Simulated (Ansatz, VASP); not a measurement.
Given: the input of a run of Ansatz 0.2.0 on HfIn4SiO6.

File input.yaml:

```yaml
crystal:
  lattice:
    - [5.27743, 0.0, 0.0]
    - [-2.63872, 4.57039, 0.0]
    - [0.0, 0.0, 10.55905]
  atoms:
    - { symbol: Hf, position: [0.0, 0.0, 0.0] }
    - { symbol: In, position: [0.33333, 0.66667, 0.30446] }
    - { symbol: In, position: [0.33333, 0.66667, 0.69554] }
    - { symbol: In, position: [0.66667, 0.33333, 0.78919] }
    - { symbol: In, position: [0.66667, 0.33333, 0.21081] }
    - { symbol: Si, position: [0.33333, 0.66667, 0.0] }
    - { symbol: O, position: [0.30634, 0.37162, 0.89972] }
    - { symbol: O, position: [0.62838, 0.69366, 0.10028] }
    - { symbol: O, position: [0.62838, 0.93471, 0.89972] }
    - { symbol: O, position: [0.06529, 0.37162, 0.10028] }
    - { symbol: O, position: [0.06529, 0.69366, 0.89972] }
    - { symbol: O, position: [0.30634, 0.93471, 0.10028] }
hamiltonian:
  xc: hse06
  pseudopotentials: { kind: paw }
kpoints:
  mp_grid: { grid: [3, 3, 1] }
scf:
  occupations: { method: fermi_dirac, width: 0.05 }
output:
  forces: true
  stress: true
  eigenvalues: true
```

Potentials or basis: Ansatz PAW.

Command:

```bash
$ ansatz run input.yaml --threads 8 --pin off --max-ram 20480MiB --backend cpu --events-out ev --progress --plain --runs-dir out
```

Problem. Set up the same calculation for VASP 6.6.1. Potentials there: VASP PAW PBE potentials, release 64 (Hf_pv, In_d, Si, O).

Solution. As run (the cutoff follows the program's own potentials):

POSCAR

```
HfIn4SiO6
1.0
    5.2774300000      0.0000000000      0.0000000000
   -2.6387200000      4.5703900000      0.0000000000
    0.0000000000      0.0000000000     10.5590500000
Hf In Si O
1 4 1 6
Direct
    0.0000000000      0.0000000000      0.0000000000
    0.3333300000      0.6666700000      0.3044600000
    0.3333300000      0.6666700000      0.6955400000
    0.6666700000      0.3333300000      0.7891900000
    0.6666700000      0.3333300000      0.2108100000
    0.3333300000      0.6666700000      0.0000000000
    0.3063400000      0.3716200000      0.8997200000
    0.6283800000      0.6936600000      0.1002800000
    0.6283800000      0.9347100000      0.8997200000
    0.0652900000      0.3716200000      0.1002800000
    0.0652900000      0.6936600000      0.8997200000
    0.3063400000      0.9347100000      0.1002800000
```

File INCAR.step1:

```
  PREC = Accurate
  ENCUT = 520
  EDIFF = 1E-5
  ISMEAR = -1
  SIGMA = 0.05
  LREAL = F
  LASPH = T
  NELM = 80
  ALGO = Normal
  ISIF = 2
  LWAVE = T
  LCHARG = F
  GGA = PE
  NBANDS = 63
  LUSENCCL = F
```

The input INCAR.step2:

```
  PREC = Accurate
  ENCUT = 520
  EDIFF = 1E-6
  ISMEAR = -1
  SIGMA = 0.05
  LREAL = F
  LASPH = T
  NELM = 80
  ALGO = Normal
  ISIF = 2
  LWAVE = F
  LCHARG = F
  GGA = PE
  LHFCALC = T
  HFSCREEN = 0.2079
  PRECFOCK = Fast
  ISTART = 1
  NBANDS = 63
  LUSENCCL = F
```

KPOINTS

```
regular mesh
0
Gamma
  3 3 1
```

Potentials or basis: VASP PAW PBE potentials, release 64 (Hf_pv, In_d, Si, O).

Command:

```bash
$ cat potpaw_PBE.64/Hf_pv/POTCAR potpaw_PBE.64/In_d/POTCAR potpaw_PBE.64/Si/POTCAR potpaw_PBE.64/O/POTCAR > POTCAR
$ cp INCAR.step1 INCAR
$ mpirun -np 1 vasp_std > vasp.out
$ cp INCAR.step2 INCAR
$ mpirun -np 1 vasp_std > vasp.out
```

Both were run:

|  | VASP | Ansatz | Ansatz less VASP |
| --- | --- | --- | --- |
| gap on the k mesh at the Fermi level (eV) | 0.22 | 0.23 | +0.011 |
| least direct gap on the mesh (eV) | 2.07 | 2.10 | +0.026 |
| pressure (GPa) | -3.3 | -2.8 | +0.57 |
| traceless stress, the component that is largest in VASP (GPa) | 0.58 | 0.41 | -0.170 |
| rms of the force components (eV/Å) | 0.151 | 0.133 | -0.0178 |

Atom by atom the forces differ by 0.085 eV/Å (rms over components). With one functional, cell and mesh, what is left measures potentials, basis and numerics. VASP's potentials hold 102 valence electrons a cell and Ansatz's 118, so a difference there can come from the potentials and not from the codes.

The k mesh is coarse, so the values compare programs but aren't converged. Spin-orbit coupling is off throughout. Noted on Ansatz's run: odd divisions of the mesh miss points on the zone boundary, where band edges often lie, so the gap on the mesh can be too wide.
